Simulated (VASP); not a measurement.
Wanted: the native input for a VASP 6.6.1 run.

- Task: single point
- Functional: PBE
- Potentials or basis: VASP PAW PBE potentials, release 64 (Ta_pv, H)
- Cutoff: 520 eV
- k mesh: 16 × 16 × 16
- Occupations: gaussian, width 0.1 eV
- Spin: no spin polarisation
- Dipole correction: no
- Further INCAR settings: ALGO = Normal; EDIFF = 1e-06; NBANDS = 17

The structure of TaH5 lies in POSCAR:

```
TaH5
1.0
   -1.4784770013      1.8394786877      5.3668251722
    1.4784770013     -1.8394786877      5.3668251722
    1.4784770013      1.8394786877     -5.3668251722
Ta H
1 5
Direct
    0.5000000000      0.0000000000      0.5000000000
    0.3276449057      0.8276449057      0.5000000000
    0.6723550943      0.1723550943      0.5000000000
    0.0000000000      0.0000000000      0.0000000000
    0.6210505127      0.6210505127      0.0000000000
    0.3789494873      0.3789494873      0.0000000000
```

The cell was built from a structure type or drawn by symmetry, and may not be a known phase.

These files were run (other wordings do the same):

INCAR

```
ALGO = Normal ; EDIFF = 1E-6
ENCUT = 520 ; GGA = PE
ISIF = 2 ; ISMEAR = 0
LASPH = T ; LCHARG = F
LREAL = F ; LWAVE = F
NBANDS = 17 ; NELM = 80
PREC = Accurate ; SIGMA = 0.1
```

KPOINTS

```
k-points
0
Gamma
  16 16 16
```

Potentials or basis: VASP PAW PBE potentials, release 64 (Ta_pv, H).

The run is started by

```bash
$ cat potpaw_PBE.64/Ta_pv/POTCAR potpaw_PBE.64/H/POTCAR > POTCAR
$ mpirun -np 1 vasp_std > vasp.out
```

It gave:

The pressure is -0.1 GPa and the largest force is 0.009 eV/Å. The band gap on the k mesh is zero (bands 8 and 9 overlap by 2.30 eV).

Caveat: spin-orbit coupling is left out, which moves the levels of the heavy elements.

Wall time 21 min on 1 thread of AMD EPYC 9R45 (Zen 5) (shared host), peak memory 0.72 GiB.
